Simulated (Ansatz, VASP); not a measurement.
## Two plane-wave programs on Si2Ge2P

```
CELL_PARAMETERS angstrom
3.94891 0.00000 0.00000
-1.97445 3.41986 0.00000
0.00000 0.00000 8.07893
ATOMIC_POSITIONS crystal
Si 0.00000 0.00000 0.72540
Si 0.00000 0.00000 0.27460
Ge 0.33333 0.66667 0.50000
Ge 0.66667 0.33333 0.50000
P 0.00000 0.00000 0.00000
```

Alike in both runs: task single point; functional PBE; k mesh 6 × 6 × 2; occupations gaussian, width 0.1 eV; no spin polarisation.

|  | VASP | Ansatz |
| --- | --- | --- |
| version | VASP 6.6.1 | Ansatz 0.2.0 |
| potentials or method | VASP PAW PBE potentials, release 64 (Si, Ge_d, P), cutoff 520 eV | scalar-relativistic, plane waves, PAW |
| valence electrons in the cell | 41 | 41 |

Ansatz gave:

```
gap on the k mesh at the Fermi level (eV)                     : none
pressure (GPa)                                                : 8.3
traceless stress, the component that is largest in VASP (GPa) : -11.12
rms of the force components (eV/Å)                            : 0.432
```

Task: What did VASP give for the same quantities?

Result: gap on the k mesh at the Fermi level (eV): none; pressure (GPa): 8.2; traceless stress, the component that is largest in VASP (GPa): -11.18; rms of the force components (eV/Å): 0.439.

Atom by atom the forces differ by 0.007 eV/Å (rms over components). A gap of «none» marks a metal or a gap that the smearing closes. With one functional, cell and mesh, what is left measures potentials, basis and numerics.

The k mesh is coarse, so the values compare programs but aren't converged.
